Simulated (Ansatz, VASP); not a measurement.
# Ca in VASP and in Ansatz

File INCAR:

```
PREC     = Accurate       # precision mode
ENCUT    = 600            # plane-wave cutoff, eV
EDIFF    = 1E-6           # SCF threshold, eV
ISMEAR   = 0              # smearing method
SIGMA    = 0.1            # smearing width, eV
LREAL    = False          # projectors in reciprocal space
LASPH    = True           # aspherical terms in the spheres
NELM     = 80             # most SCF steps
ALGO     = Fast           # electronic algorithm
ISIF     = 3              # what is computed and relaxed
LWAVE    = False          # write WAVECAR
LCHARG   = False          # write CHGCAR
GGA      = PE             # functional
IBRION   = 2              # ionic algorithm
NSW      = 100            # ionic steps
EDIFFG   = -0.01          # ionic threshold
```

KPOINTS

```
regular mesh
0
Gamma
  18 18 16
```

POSCAR

```
Ca
1.0
    3.7905385436      0.0000000000      0.0000000000
   -1.8952692718      3.2827026728      0.0000000000
    0.0000000000      0.0000000000      3.5417844517
Ca
1
Direct
    0.0000000000      0.0000000000      0.0000000000
```

Input for Ansatz:

```yaml
crystal:
  lattice:
    - [3.7905385436, 0.0, 0.0]
    - [-1.8952692718, 3.2827026728, 0.0]
    - [0.0, 0.0, 3.5417844517]
  atoms:
    - { symbol: Ca, position: [0.0, 0.0, 0.0] }
basis:
  ecutwfc: 420
kpoints:
  mp_grid: { grid: [18, 18, 16] }
hamiltonian:
  xc: pbe
scf:
  occupations: { method: gaussian, width: 0.1 }
output:
  forces: true
  stress: true
  eigenvalues: true
relax:
  adjacent_minimum: "off"
  f_tol: 0.01
  max_steps: 80
  cell: { stress_tol: 0.05 }
```

Alike in both runs: task relaxation of cell and atoms; functional PBE; k mesh 18 × 18 × 16; occupations gaussian, width 0.1 eV; no spin polarisation.

|  | VASP | Ansatz |
| --- | --- | --- |
| version | VASP 6.6.1 | Ansatz 0.2.0 |
| potentials or method | VASP PAW PBE potentials, release 64 (Ca_sv), cutoff 600 eV | scalar-relativistic, plane waves, PAW |
| valence electrons in the cell | 10 | 10 |

VASP gave:

```
gap on the k mesh at the Fermi level, each at its own relaxed structure (eV) : none
relaxed volume (Å³/atom)                                                     : 42.90
relaxed length of the cell vector where the two differ most in proportion (Å)              : 3.507
```

What did Ansatz give for the same quantities?

gap on the k mesh at the Fermi level, each at its own relaxed structure (eV): none; relaxed volume (Å³/atom): 42.77; relaxed length of the cell vector where the two differ most in proportion (Å): 3.501.

A gap of «none» marks a metal or a gap that the smearing closes.
